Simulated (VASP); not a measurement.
# ZnS (F-43m) in VASP: further runs

The runs below take ZnS through single point, relaxation of cell and atoms, with PBE.

All numbers are computed with VASP 6.6.1; they aren't measurements. Logs are shortened: lines on timing, memory, paths and dates and some standing lists are left out, and cuts for length are marked.

## 1. The cell of the first run

It takes space group F-43m (No. 216, cubic). Conventional cell: a = 5.442 Å, b = 5.442 Å, c = 5.442 Å, α = 90.00°, β = 90.00°, γ = 90.00°. Within 3.1 Å of Zn (site symmetry -43m) lie 4 S at 2.36 Å. Within 3.1 Å of S (site symmetry -43m) lie 4 Zn at 2.36 Å.

## 2. Single point, PBE

File INCAR:

```
ALGO = Normal
EDIFF = 1E-6
ENCUT = 520
GGA = PE
ISIF = 2
ISMEAR = 0
LASPH = True
LCHARG = False
LREAL = False
LWAVE = False
NBANDS = 16
NELM = 80
PREC = Accurate
SIGMA = 0.02
```

File KPOINTS:

```
k-points
0
Gamma
  10 10 10
```

File POSCAR:

```
ZnS
1.0
    0.0000000000      2.7211543743      2.7211543743
    2.7211543743      0.0000000000      2.7211543743
    2.7211543743      2.7211543743      0.0000000000
Zn S
1 1
Direct
    0.0000000000      0.0000000000      0.0000000000
    0.2500000000      0.2500000000      0.2500000000
```

Potentials or basis: VASP PAW PBE potentials, release 64 (Zn, S).

On the command line:

```sh
$ cat potpaw_PBE.64/Zn/POTCAR potpaw_PBE.64/S/POTCAR > POTCAR
$ mpirun -np 1 vasp_std > vasp.out
```

OUTCAR:

```text
EDIFF = 1E-6
   ENCUT = 520
   GGA = PE
   ISIF = 2
   ISMEAR = 0
   LASPH = True
   LREAL = False
   NELM = 80
   PREC = Accurate

 ion  position               nearest neighbor table
   1  0.000  0.000  0.000-   2 2.36   2 2.36   2 2.36   2 2.36
   2  0.250  0.250  0.250-   1 2.36   1 2.36   1 2.36   1 2.36

  LATTYP: Found a face centered cubic cell.
 ALAT       =     5.4423087486

  Lattice vectors:

 A1 = (   0.0000000000,   2.7211543743,   2.7211543743)
 A2 = (   2.7211543743,   0.0000000000,   2.7211543743)
 A3 = (   2.7211543743,   2.7211543743,   0.0000000000)

Analysis of symmetry for initial positions (statically):
=====================================================================
 Subroutine PRICEL returns:
 Original cell was already a primitive cell.

 Routine SETGRP: Setting up the symmetry group for a
 face centered cubic supercell.

 Subroutine GETGRP returns: Found 24 space group operations
 (whereof 24 operations were pure point group operations)
 out of a pool of 48 trial point group operations.

The static configuration has the point symmetry T_d .

Analysis of symmetry for dynamics (positions and initial velocities):
=====================================================================
 Subroutine PRICEL returns:
 Original cell was already a primitive cell.

 Routine SETGRP: Setting up the symmetry group for a
 face centered cubic supercell.

 Subroutine GETGRP returns: Found 24 space group operations
 (whereof 24 operations were pure point group operations)
 out of a pool of 48 trial point group operations.

The dynamic configuration has the point symmetry T_d .

 Subroutine INISYM returns: Found 24 space group operations
 (whereof 24 operations are pure point group operations),
 and found     1 'primitive' translations

----------------------------------------------------------------------------------------

                                     Primitive cell

  volume of cell :      40.2986

  direct lattice vectors                    reciprocal lattice vectors
     0.000000000  2.721154374  2.721154374    -0.183745547  0.183745547  0.183745547
     2.721154374  0.000000000  2.721154374     0.183745547 -0.183745547  0.183745547
     2.721154374  2.721154374  0.000000000     0.183745547  0.183745547 -0.183745547

  length of vectors
     3.848293421  3.848293421  3.848293421     0.318256624  0.318256624  0.318256624

  position of ions in fractional coordinates (direct lattice)
     0.000000000  0.000000000  0.000000000
     0.250000000  0.250000000  0.250000000

  ion indices of the primitive-cell ions
   primitive index   ion index
                 1           1
                 2           2

----------------------------------------------------------------------------------------

 KPOINTS: k-points

Automatic generation of k-mesh.
 Grid dimensions read from file:
 generate k-points for:   10   10   10

 Generating k-lattice:

  Cartesian coordinates                     Fractional coordinates (reciprocal lattice)
    -0.018374555  0.018374555  0.018374555     0.100000000  0.000000000  0.000000000
     0.018374555 -0.018374555  0.018374555     0.000000000  0.100000000  0.000000000
     0.018374555  0.018374555 -0.018374555     0.000000000  0.000000000  0.100000000

  Length of vectors
     0.031825662  0.031825662  0.031825662

  Shift w.r.t. Gamma in fractional coordinates (k-lattice)
     0.000000000  0.000000000  0.000000000

 Subroutine IBZKPT returns following result:
 ===========================================

 Found     47 irreducible k-points:

 Following reciprocal coordinates:
            Coordinates               Weight
  0.000000  0.000000  0.000000      1.000000
  0.100000  0.000000  0.000000      8.000000
  0.200000  0.000000  0.000000      8.000000
  0.300000  0.000000  0.000000      8.000000
  0.400000  0.000000  0.000000      8.000000
  0.500000  0.000000  0.000000      4.000000
[... 16 lines left out ...]
  0.300000  0.300000  0.000000      6.000000
  0.400000  0.300000  0.000000     24.000000
 [... further k-points ...]
   k-points           NKPTS =     47   k-points in BZ     NKDIM =     47   number of bands    NBANDS=     16
   number of dos      NEDOS =    301   number of ions     NIONS =      2
   total plane-waves  NPLWV =  27000
   dimension x,y,z NGX =    30 NGY =   30 NGZ =   30
   dimension x,y,z NGXF=    60 NGYF=   60 NGZF=   60
   ions per type =               1   1
   NGX,Y,Z   is equivalent  to a cutoff of  12.96, 12.96, 12.96 a.u.
   NGXF,Y,Z  is equivalent  to a cutoff of  25.92, 25.92, 25.92 a.u.
 SYSTEM =  unknown system
   PREC   = accura    normal or accurate (medium, high low for compatibility)
   ISTART =      0    job   : 0-new  1-cont  2-samecut
   ICHARG =      2    charge: 1-file 2-atom 10-const
   ISPIN  =      1    spin polarized calculation?
   LNONCOLLINEAR =      F non collinear calculations
   LSORBIT =      F    spin-orbit coupling
   LASPH  =      T    aspherical Exc in radial PAW
   ENCUT  =  520.0 eV  38.22 Ry    6.18 a.u.   7.16  7.16  7.16*2*pi/ulx,y,z
   NELM   =     80;   NELMIN=  2; NELMDL= -5     # of ELM steps
   EDIFF  = 0.1E-05   stopping-criterion for ELM
   LREAL  =      F    real-space projection
   EDIFFG = 0.1E-04   stopping-criterion for IOM
   NSW    =      0    number of steps for IOM
   IBRION =     -1    ionic relax: 0-MD 1-quasi-New 2-CG
   NFREE  =      0    steps in history (QN), initial steepest desc. (CG)
   ISIF   =      2    stress and relaxation
   ISYM   =      2    0-nonsym 1-usesym 2-fastsym
   POTIM  = 0.5000    time-step for ionic-motion
   TEBEG  =    0.0;   TEEND  =   0.0 temperature during run
   PSTRESS=    0.0 pullay stress
   NELECT =      18.0000    total number of electrons
   NUPDOWN=      -1.0000    fix difference up-down
   EMIN   =  10.00;   EMAX   =-10.00  energy-range for DOS
   EFERMI =   0.00;   METHOD = LEGACY
   ISMEAR =     0;   SIGMA  =   0.02  broadening in eV -4-tet -1-fermi 0-gaus
   EFERMI_NEDOS =   21; number of points for ismear=-14 and -15
   IALGO  =     38    algorithm
   IMIX   =      4    mixing-type and parameters
     AMIX     =   0.40;   BMIX     =  1.00
     AMIX_MAG =   1.60;   BMIX_MAG =  1.00
  volume/ion in A,a.u.               =      20.15       135.97
  Fermi-wavevector in a.u.,A,eV,Ry     =   1.251418  2.364838 21.307372  1.566048
  Thomas-Fermi vector in A             =   2.385367
   LORBIT       =      0    0 simple, 1 ext, 2 COOP (PROOUT), +10 PAW based schemes
   GGA     = PE    functional components
   LHFCALC =     F    Hartree Fock is set to
   AEXX    =    0.0000 exact exchange contribution
   IVDW    =     0    specifies the selected vdW correction
   LEPSILON=     F    determine dielectric tensor
   LRPA    =     F    only Hartree local field effects (RPA)
 non-spin polarized calculation
 Gauss-broadening in eV      SIGMA  =   0.02
  energy-cutoff  :      520.00
  volume of cell :       40.30
 maximum number of plane-waves:      1106
 NGX is ok and might be reduce to    30
   NGX = 15   NGY = 15   NGZ = 15

 number of electron      18.0000008 magnetization

 Free energy of the ion-electron system (eV)
  ---------------------------------------------------
  ext. energy  EPLUGINS =         0.00000000
  ---------------------------------------------------
  free energy    TOTEN  =        -6.85256322 eV

  energy without entropy =       -6.85256322  energy(sigma->0) =       -6.85256322

 E-fermi :   2.0539     XC(G=0):  -9.5310

 val. band max:        1.9116704740   @ k =   0.0000   0.0000   0.0000
 cond. band min:       3.9332397200   @ k =   0.0000   0.0000   0.0000
 fundamental gap:      2.0215692460
 Fermi energy:         2.0538983016

 k-point     1 :       0.0000    0.0000    0.0000
  band No.  band energies     occupation
      1     -11.0832      2.00000
      2      -4.3457      2.00000
      3      -4.3457      2.00000
      4      -4.3457      2.00000
      5      -3.8724      2.00000
      6      -3.8724      2.00000
[... 8 lines left out ...]
     15      13.6495      0.00000
     16      13.6634      0.00000

 k-point     2 :       0.1000    0.0000    0.0000
  band No.  band energies     occupation
      1     -11.0104      2.00000
      2      -4.3447      2.00000
      3      -4.3326      2.00000
      4      -4.3326      2.00000
      5      -3.8736      2.00000
      6      -3.8736      2.00000
[... 8 lines left out ...]
     15      13.2144      0.00000
     16      14.2501      0.00000

 k-point     3 :       0.2000    0.0000    0.0000
  band No.  band energies     occupation
      1     -10.8098      2.00000
      2      -4.3240      2.00000
      3      -4.3000      2.00000
      4      -4.3000      2.00000
      5      -3.8735      2.00000
      6      -3.8735      2.00000
[... 8 lines left out ...]
     15      12.8020      0.00000
     16      14.3680      0.00000

 k-point     4 :       0.3000    0.0000    0.0000
  band No.  band energies     occupation
      1     -10.5382      2.00000
      2      -4.2651      2.00000
      3      -4.2651      2.00000
      4      -4.2332      2.00000
      5      -3.8657      2.00000
      6      -3.8657      2.00000
[... 8 lines left out ...]
     15      13.1583      0.00000
     16      13.8132      0.00000
[... 324 lines left out ...]
 k-point    22 :      -0.2000    0.2000    0.0000
  band No.  band energies     occupation
      1     -10.4462      2.00000
      2      -4.2458      2.00000
      3      -4.2421      2.00000
      4      -4.2187      2.00000
      5      -3.8924      2.00000
      6      -3.8365      2.00000
[... 8 lines left out ...]
     15      14.7076      0.00000
     16      16.3856      0.00000

 k-point    23 :       0.3000    0.3000    0.0000
  band No.  band energies     occupation
      1     -10.3557      2.00000
      2      -4.3821      2.00000
      3      -4.1542      2.00000
      4      -4.1542      2.00000
      5      -3.8996      2.00000
      6      -3.8258      2.00000
[... 8 lines left out ...]
     15      14.7148      0.00000
     16      18.4079      0.00000

 k-point    24 :       0.4000    0.3000    0.0000
  band No.  band energies     occupation
      1     -10.1632      2.00000
      2      -4.3470      2.00000
      3      -4.1116      2.00000
      4      -4.1020      2.00000
      5      -3.8459      2.00000
      6      -3.8186      2.00000
[... 8 lines left out ...]
     15      15.2425      0.00000
     16      17.6187      0.00000

 [... further k-points ...]

------------------------ aborting loop because EDIFF is reached ----------------------------------------

  FORCE on cell =-STRESS in cart. coord.  units (eV):
  Direction    XX          YY          ZZ          XY          YZ          ZX
  --------------------------------------------------------------------------------------
  -------------------------------------------------------------------------------------
  Total        0.0495692      0.0495692      0.0495692     -0.0000000      0.0000000      0.0000000
  in kB        1.9707551      1.9707551      1.9707551     -0.0000000      0.0000000      0.0000000
  external PRESSURE =       1.9707551 kB  Pullay stress =       0.0000000 kB

 VOLUME and BASIS-vectors are now :
 -----------------------------------------------------------------------------
  energy-cutoff  :      520.00
  volume of cell :       40.30
      direct lattice vectors                 reciprocal lattice vectors
     0.000000000  2.721154374  2.721154374    -0.183745547  0.183745547  0.183745547
     2.721154374  0.000000000  2.721154374     0.183745547 -0.183745547  0.183745547
     2.721154374  2.721154374  0.000000000     0.183745547  0.183745547 -0.183745547

 POSITION                                       TOTAL-FORCE (eV/Angst)
 -----------------------------------------------------------------------------------
      0.00000      0.00000      0.00000         0.000000      0.000000      0.000000
      1.36058      1.36058      1.36058        -0.000000     -0.000000     -0.000000
 -----------------------------------------------------------------------------------
    total drift:                               -0.000000     -0.000000     -0.000000

  FREE ENERGIE OF THE ION-ELECTRON SYSTEM (eV)
  ---------------------------------------------------
  free  energy   TOTEN  =        -6.8525632151 eV

  energy  without entropy=       -6.8525632151  energy(sigma->0) =       -6.85256322
```

It took 12 s on 1 thread of Intel Xeon 6975P-C (Granite Rapids), shared host; peak memory 0.18 GiB.

What came out:

* Free energy: -6.8526 eV
* Pressure: 0.2 GPa
* Band gap on the k mesh: 2.02 eV, direct

Levels at points of the mesh, in eV from the valence-band top:
```
           k point  band 7  band 8  band 9  band 10  band 11  band 12
(0.00, 0.00, 0.00)    0.00    0.00    0.00     2.02     6.41     6.41
(0.50, 0.00, 0.00)   -5.15   -0.84   -0.84     3.27     6.94     6.94
(0.50, 0.50, 0.00)   -4.48   -2.14   -2.14     3.45     4.07    10.83
```

## 3. Relaxation of cell and atoms, PBE

This run uses another cell than the first one, of 19.55 Å³/atom, 0.970 times its volume.

File INCAR:

```
PREC = Accurate
ENCUT = 600
EDIFF = 1E-6
ISMEAR = 0
SIGMA = 0.02
LREAL = False
LASPH = True
NELM = 60
ALGO = Normal
ISIF = 3
LWAVE = False
LCHARG = False
GGA = PE
IBRION = 2
NSW = 100
EDIFFG = -0.01
```

File KPOINTS:

```
Automatic mesh
0
Gamma
  10 10 10
```

File POSCAR:

```
ZnS
1.0
    0.0000000000      2.6936829100      2.6936829100
    2.6936829100      0.0000000000      2.6936829100
    2.6936829100      2.6936829100      0.0000000000
Zn S
1 1
Direct
    0.0000000000      0.0000000000      0.0000000000
    0.2500000000      0.2500000000      0.2500000000
```

Potentials or basis: VASP PAW PBE potentials, release 64 (Zn, S).

On the command line:

```sh
$ cat potpaw_PBE.64/Zn/POTCAR potpaw_PBE.64/S/POTCAR > POTCAR
$ mpirun -np 1 vasp_std > vasp.out
```

Run time: 24 s. Hardware: 1 thread of Intel Xeon 6975P-C (Granite Rapids), shared host; peak memory 0.19 GiB.

Results (log left out):

* Free energy: -6.8524 eV
* Relaxed volume: 20.20 Å³/atom
* Relaxed cell: a = 3.852 Å, b = 3.852 Å, c = 3.852 Å, α = 60.00°, β = 60.00°, γ = 60.00°
* Space group after relaxing (to 0.05 Å): F-43m (No. 216)
* Energy gained by relaxing: 4.9 meV/atom
* Ionic steps: 3
* Pressure after relaxing: 0.1 GPa
* Band gap on the k mesh: 2.01 eV, direct

Step by step:
| step | energy change (eV) | largest force (eV/Å) | pressure (GPa) | volume (Å³) |
| --- | --- | --- | --- | --- |
| 1 | 0.0000 | 0.0000 | 2.51 | 39.09 |
| 2 | -0.0088 | 0.0000 | -0.73 | 40.85 |
| 3 | -0.0099 | 0.0000 | 0.07 | 40.40 |

Final structure:
```cif
data_structure
_symmetry_space_group_name_H-M 'P 1'
_symmetry_Int_Tables_number 1
_cell_length_a 3.8515
_cell_length_b 3.8515
_cell_length_c 3.8515
_cell_angle_alpha 60.000
_cell_angle_beta 60.000
_cell_angle_gamma 60.000
_cell_volume 40.40
loop_
_atom_site_label
_atom_site_type_symbol
_atom_site_fract_x
_atom_site_fract_y
_atom_site_fract_z
_atom_site_occupancy
Zn1 Zn 0.00000 0.00000 0.00000 1
S1 S 0.25000 0.25000 0.25000 1
```

Levels at points of the mesh, in eV from the valence-band top:
```
           k point  band 7  band 8  band 9  band 10  band 11  band 12
(0.00, 0.00, 0.00)    0.00    0.00    0.00     2.01     6.41     6.41
(0.50, 0.00, 0.00)   -5.14   -0.83   -0.83     3.26     6.94     6.94
(0.50, 0.50, 0.00)   -4.47   -2.13   -2.13     3.46     4.07    10.81
```
